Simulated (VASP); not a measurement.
A run of VASP 6.6.1:

File INCAR:

```
PREC = Accurate ; ENCUT = 500
EDIFF = 1E-6 ; ISMEAR = -1
SIGMA = 0.1 ; LREAL = F
LASPH = T ; NELM = 120
ALGO = Normal ; ISIF = 2
LWAVE = F ; LCHARG = T
GGA = PE ; LELF = T
LVHAR = T ; NBANDS = 12
GGA_COMPAT = F
```

Contents of KPOINTS:

```
Automatic mesh
0
Gamma
  14 14 14
```

File POSCAR:

```
Nb
1.0
   -1.6868360000      1.6868360000      1.6868360000
    1.6868360000     -1.6868360000      1.6868360000
    1.6868360000      1.6868360000     -1.6868360000
Nb
1
Direct
    0.0000000000      0.0000000000      0.0000000000
```

Potentials or basis: VASP PAW PBE potentials, release 64 (Nb_sv).

Launch:

```console
$ cat potpaw_PBE.64/Nb_sv/POTCAR > POTCAR
$ mpirun -np 1 vasp_std > vasp.out
```

Hardware: 1 thread of AMD EPYC 7R43 64-Core Processor (Zen 3) (shared host).

**Question.** Estimate the wall time of this run.

**Answer.** Run time: 32 s on 1 thread of AMD EPYC 7R43 64-Core Processor (Zen 3), on a shared host, peak memory 0.11 GiB. Counts: scf iterations 12, k points 104.
